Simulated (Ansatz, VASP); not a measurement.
**Two plane-wave programs on VSi**

Contents of INCAR:

```
ALGO     = Normal         # electronic algorithm
EDIFF    = 1E-6           # SCF threshold, eV
ENCUT    = 500            # plane-wave cutoff, eV
GGA_COMPAT= F            
ISIF     = 2              # what is computed and relaxed
ISMEAR   = -1             # smearing method
LASPH    = T              # aspherical terms in the spheres
LCHARG   = F              # write CHGCAR
LREAL    = F              # projectors in reciprocal space
LWAVE    = F              # write WAVECAR
NBANDS   = 16             # bands
NELM     = 120            # most SCF steps
PREC     = Accurate       # precision mode
SIGMA    = 0.1            # smearing width, eV
```

The input KPOINTS:

```
k-points
0
Gamma
  15 15 15
```

Contents of POSCAR:

```
VSi
1.0
    0.0000000000      2.1756103161      2.1756103161
    2.1756103161      0.0000000000      2.1756103161
    2.1756103161      2.1756103161      0.0000000000
V Si
1 1
Direct
    0.0000000000      0.0000000000      0.0000000000
    0.5000000000      0.5000000000      0.5000000000
```

Input for Ansatz:

```yaml
crystal:
  lattice:
    - [0.0, 2.1756103161, 2.1756103161]
    - [2.1756103161, 0.0, 2.1756103161]
    - [2.1756103161, 2.1756103161, 0.0]
  atoms:
    - { symbol: V, position: [0.0, 0.0, 0.0] }
    - { symbol: Si, position: [0.5, 0.5, 0.5] }
kpoints:
  mp_grid: { grid: [15, 15, 15] }
scf:
  occupations: { method: fermi_dirac, width: 0.1 }
hamiltonian:
  xc: lda
  pseudopotentials: { kind: paw }
output:
  forces: true
  stress: true
  eigenvalues: true
```

Change from the starting cell: volume scaled by 0.748, to set the pressure.

Alike in both runs: task single point; functional LDA; k mesh 15 × 15 × 15; occupations fermi-dirac, width 0.1 eV; no spin polarisation.

```csv
,VASP,Ansatz
version,VASP 6.6.1,Ansatz 0.2.0
potentials or method,"VASP PAW LDA potentials, release 64 (V_sv, Si)","PAW with Ansatz's default frozen-core files, scalar-relativistic"
plane-wave cutoff (eV),500,420
valence electrons in the cell,17,17
```

```tsv
	VASP	Ansatz	Ansatz less VASP
pressure (GPa)	80.1	78.9	-1.14
```

LDA's correlation is that of Perdew and Zunger in VASP and of Perdew and Wang (1992) in Ansatz. Both programs put the cell under a high pressure, so it lies far from rest at this level.

Noted on VASP's run: the cell as given lies far from equilibrium.
